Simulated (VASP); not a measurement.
# SnSe (CsCl type) (Pm-3m) in VASP: relaxation of cell and atoms with PBE

Aim: the relaxation of cell and atoms of SnSe (CsCl type) with PBE.

Program: VASP 6.6.1. These are calculated values, not measurements. Logs are shortened: lines on timing, memory, paths and dates and some standing lists are left out, and cuts for length are marked.

## Step 1: The cell of the first run

Symmetry: Pm-3m, No. 221, cubic system. The conventional cell has a = 3.651 Å, b = 3.651 Å, c = 3.651 Å, α = 90.00°, β = 90.00°, γ = 90.00°. Sn (site symmetry m-3m) has 8 Se at 3.16 Å and 6 Sn at 3.65 Å within 4.2 Å. Within 4.2 Å of Se (site symmetry m-3m) lie 8 Sn at 3.16 Å and 6 Se at 3.65 Å.

## Step 2: Relaxation of cell and atoms, PBE, target pressure 4.1 GPa, at which the enthalpy is minimised

Input file INCAR:

```
PREC = Accurate
ENCUT = 600
EDIFF = 1E-6
ISMEAR = -1
SIGMA = 0.05
LREAL = F
LASPH = T
NELM = 100
ALGO = Normal
ISIF = 3
LWAVE = F
LCHARG = F
GGA = PE
IBRION = 2
NSW = 60
EDIFFG = -0.005
PSTRESS = 41.0
```

Input file KPOINTS:

```
regular mesh
0
Gamma
  13 13 13
```

Input file POSCAR:

```
SnSe
1.0
    3.6506472683      0.0000000000      0.0000000000
    0.0000000000      3.6506472683      0.0000000000
    0.0000000000      0.0000000000      3.6506472683
Sn Se
1 1
Direct
    0.0000000000      0.0000000000      0.0000000000
    0.5000000000      0.5000000000      0.5000000000
```

Potentials or basis: VASP PAW PBE potentials, release 64 (Sn_d, Se).

Command:

```bash
$ cat potpaw_PBE.64/Sn_d/POTCAR potpaw_PBE.64/Se/POTCAR > POTCAR
$ mpirun -np 1 vasp_std > vasp.out
```

OUTCAR:

```text
PREC = Accurate
   ENCUT = 600
   EDIFF = 1E-6
   ISMEAR = -1
   LREAL = F
   LASPH = T
   NELM = 100
   ISIF = 3
   GGA = PE
   IBRION = 2
   NSW = 60
   EDIFFG = -0.005
   PSTRESS = 41.0

 ion  position               nearest neighbor table
   1  0.000  0.000  0.000-   2 3.16   2 3.16   2 3.16   2 3.16   2 3.16   2 3.16   2 3.16   2 3.16

   2  0.500  0.500  0.500-   1 3.16   1 3.16   1 3.16   1 3.16   1 3.16   1 3.16   1 3.16   1 3.16

  LATTYP: Found a simple cubic cell.
 ALAT       =     3.6506472683

  Lattice vectors:

 A1 = (   3.6506472683,   0.0000000000,   0.0000000000)
 A2 = (   0.0000000000,   3.6506472683,   0.0000000000)
 A3 = (   0.0000000000,   0.0000000000,   3.6506472683)

Analysis of symmetry for initial positions (statically):
=====================================================================
 Subroutine PRICEL returns:
 Original cell was already a primitive cell.

 Routine SETGRP: Setting up the symmetry group for a
 simple cubic supercell.

 Subroutine GETGRP returns: Found 48 space group operations
 (whereof 48 operations were pure point group operations)
 out of a pool of 48 trial point group operations.

The static configuration has the point symmetry O_h .

Analysis of symmetry for dynamics (positions and initial velocities):
=====================================================================
 Subroutine PRICEL returns:
 Original cell was already a primitive cell.

 Routine SETGRP: Setting up the symmetry group for a
 simple cubic supercell.

 Subroutine GETGRP returns: Found 48 space group operations
 (whereof 48 operations were pure point group operations)
 out of a pool of 48 trial point group operations.

The dynamic configuration has the point symmetry O_h .

 Subroutine INISYM returns: Found 48 space group operations
 (whereof 48 operations are pure point group operations),
 and found     1 'primitive' translations

----------------------------------------------------------------------------------------

                                     Primitive cell

  volume of cell :      48.6530

  direct lattice vectors                    reciprocal lattice vectors
     3.650647268  0.000000000  0.000000000     0.273924027  0.000000000  0.000000000
     0.000000000  3.650647268  0.000000000     0.000000000  0.273924027  0.000000000
     0.000000000  0.000000000  3.650647268     0.000000000  0.000000000  0.273924027

  length of vectors
     3.650647268  3.650647268  3.650647268     0.273924027  0.273924027  0.273924027

[... 101 lines left out ...]
  volume/ion in A,a.u.               =      24.33       164.16
  Fermi-wavevector in a.u.,A,eV,Ry     =   1.217255  2.300279 20.159890  1.481710
  Thomas-Fermi vector in A             =   2.352582
   LORBIT       =      0    0 simple, 1 ext, 2 COOP (PROOUT), +10 PAW based schemes
   GGA     = PE    functional components
   LHFCALC =     F    Hartree Fock is set to
   AEXX    =    0.0000 exact exchange contribution
   IVDW    =     0    specifies the selected vdW correction
   LEPSILON=     F    determine dielectric tensor
   LRPA    =     F    only Hartree local field effects (RPA)
 conjugate gradient relaxation of ions
 non-spin polarized calculation
  energy-cutoff  :      600.00
  volume of cell :       48.65
 maximum number of plane-waves:      1647
 NGX is ok and might be reduce to    30
   NGX = 15   NGY = 15   NGZ = 15

--------------------------------------- Ionic step        1  -------------------------------------------

 number of electron      19.9999999 magnetization

 Free energy of the ion-electron system (eV)
  ---------------------------------------------------
  ext. energy  EPLUGINS =         0.00000000
  ---------------------------------------------------
  free energy    TOTEN  =        -7.71297159 eV

  energy without entropy =       -7.70375078  energy(sigma->0) =       -7.70836119

------------------------ aborting loop because EDIFF is reached ----------------------------------------

  FORCE on cell =-STRESS in cart. coord.  units (eV):
  Direction    XX          YY          ZZ          XY          YZ          ZX
  --------------------------------------------------------------------------------------
  -------------------------------------------------------------------------------------
  Total        0.3498368      0.3498368      0.3498368      0.0000000      0.0000000     -0.0000000
  in kB       11.5203695     11.5203695     11.5203695      0.0000000      0.0000000     -0.0000000
  external PRESSURE =     -29.4796305 kB  Pullay stress =      41.0000000 kB
[... 63 lines left out ...]
--------------------------------------- Ionic step        3  -------------------------------------------

 number of electron      20.0000004 magnetization

 Free energy of the ion-electron system (eV)
  ---------------------------------------------------
  ext. energy  EPLUGINS =         0.00000000
  ---------------------------------------------------
  free energy    TOTEN  =        -7.67435147 eV

  energy without entropy =       -7.66517317  energy(sigma->0) =       -7.66976232

 E-fermi :   7.1701     XC(G=0): -10.5314

 val. band max:        7.1614147622   @ k =   0.3077   0.1538   0.1538
 cond. band min:       7.1708593638   @ k =   0.4615   0.4615   0.3846
 fundamental gap:      0.0094446016
 Fermi energy:         7.1700670685

 k-point     1 :       0.0000    0.0000    0.0000
  band No.  band energies     occupation
      1     -14.4913      2.00000
      2     -14.4913      2.00000
      3     -14.3981      2.00000
      4     -14.3981      2.00000
      5     -14.3981      2.00000
      6      -7.1321      2.00000
      7       1.5325      2.00000
      8       5.0095      2.00000
      9       5.0095      2.00000
     10       5.0095      2.00000
     11      11.3331      0.00000
     12      11.3331      0.00000
     13      13.6666      0.00000
     14      13.6666      0.00000
[... 377 lines left out ...]
      1     -14.4593      2.00000
      2     -14.4492      2.00000
      3     -14.4180      2.00000
      4     -14.4124      2.00000
      5     -14.3977      2.00000
      6      -5.6161      2.00000
      7      -0.4041      2.00000
      8       2.3464      2.00000
      9       4.7362      2.00000
     10       6.5605      1.99999
     11       9.6114      0.00000
     12      11.4336      0.00000
     13      11.6009      0.00000
     14      14.9295      0.00000

 [... further k-points ...]

------------------------ aborting loop because EDIFF is reached ----------------------------------------

  FORCE on cell =-STRESS in cart. coord.  units (eV):
  Direction    XX          YY          ZZ          XY          YZ          ZX
  --------------------------------------------------------------------------------------
  -------------------------------------------------------------------------------------
  Total        1.1868850      1.1868850      1.1868850      0.0000000      0.0000000      0.0000000
  in kB       41.1186342     41.1186342     41.1186342      0.0000000      0.0000000      0.0000000
  external PRESSURE =       0.1186342 kB  Pullay stress =      41.0000000 kB
[... 21 lines left out ...]
  energy  without entropy=       -7.6651731674  energy(sigma->0) =       -7.66976232

  enthalpy is  TOTEN    =        -6.4908908349 eV   P V=        1.1834606331

 reached required accuracy - stopping structural energy minimisation
```

OSZICAR:

```text
N       E                     dE             d eps       ncg     rms          rms(c)
DAV:   1     0.137867160242E+03    0.13787E+03   -0.11018E+04  2376   0.200E+03
[... 23 lines left out ...]
DAV:   1    -0.771066177228E+01   -0.55706E-01   -0.82071E-01  2904   0.156E+01    0.106E+00
DAV:   2    -0.768132202934E+01    0.29340E-01   -0.48966E-02  2880   0.377E+00    0.454E-01
DAV:   3    -0.767468130561E+01    0.66407E-02   -0.20573E-02  2934   0.238E+00    0.772E-02
DAV:   4    -0.767439887068E+01    0.28243E-03   -0.59881E-04  2414   0.258E-01    0.275E-02
DAV:   5    -0.767435384405E+01    0.45027E-04   -0.45100E-05  3586   0.588E-02    0.130E-02
DAV:   6    -0.767435099683E+01    0.28472E-05   -0.81963E-06  2568   0.460E-02    0.313E-03
DAV:   7    -0.767435146800E+01   -0.47117E-06   -0.12144E-06  1236   0.186E-02
   3 F= -.64908908E+01 E0= -.64863017E+01  d E =-.229581E-01
```

CONTCAR:

```text
SnSe
   1.00000000000000
     3.5894412318754467    0.0000000000000000   -0.0000000000000000
     0.0000000000000000    3.5894412318754467   -0.0000000000000000
     0.0000000000000000    0.0000000000000000    3.5894412318754467
  Sn              Se
     1     1
Direct
     0.0000000000000000    0.0000000000000000    0.0000000000000000
     0.5000000000000000    0.5000000000000000    0.5000000000000000

  0.00000000E+00  0.00000000E+00  0.00000000E+00
  0.00000000E+00  0.00000000E+00  0.00000000E+00
```

Wall time 99 s (1 thread of Intel Xeon Platinum 8259CL at 2.50GHz (Skylake/Cascade Lake), shared host); peak memory 0.23 GiB.

Results:

```yaml
Free_energy: -7.6744 eV
Relaxed_volume: 23.12 Å³/atom
Relaxed_cell: a = 3.589 Å, b = 3.589 Å, c = 3.589 Å, α = 90.00°, β = 90.00°, γ = 90.00°
Space_group_after_relaxing_to_0.1_Å: Pm-3m (No. 221)
Energy_change_on_relaxing_the_run_minimises_the_enthalpy: +19.3 meV/atom
Ionic_steps: 3
Pressure_after_relaxing: 4.1 GPa
Band_gap_on_the_k_mesh: zero (bands 10 and 11 overlap by 1.60 eV)
```

Step by step:
```
step  energy change (eV)  largest force (eV/Å)  pressure (GPa)  volume (Å³)
   1              0.0000                0.0000            1.15        48.65
   2              0.0580                0.0000            5.06        45.57
   3              0.0386                0.0000            4.11        46.25
```

Final structure:
```yaml
crystal:
  lattice:
    - [3.58944, 0.00000, 0.00000]
    - [0.00000, 3.58944, 0.00000]
    - [0.00000, 0.00000, 3.58944]
  atoms:
    - { symbol: Sn, position: [0.00000, 0.00000, 0.00000] }
    - { symbol: Se, position: [0.50000, 0.50000, 0.50000] }
```

Levels at points of the mesh, in eV from the Fermi level:
```tsv
k point	band 7	band 8	band 9	band 10	band 11	band 12	band 13	band 14
(0.00, 0.00, 0.00)	-5.64	-2.16	-2.16	-2.16	4.16	4.16	6.50	6.50
```

Caveat: the cell is relaxed towards a set pressure, so the run minimises the enthalpy, not the energy; spin-orbit coupling is left out, which moves the levels of the heavy elements.
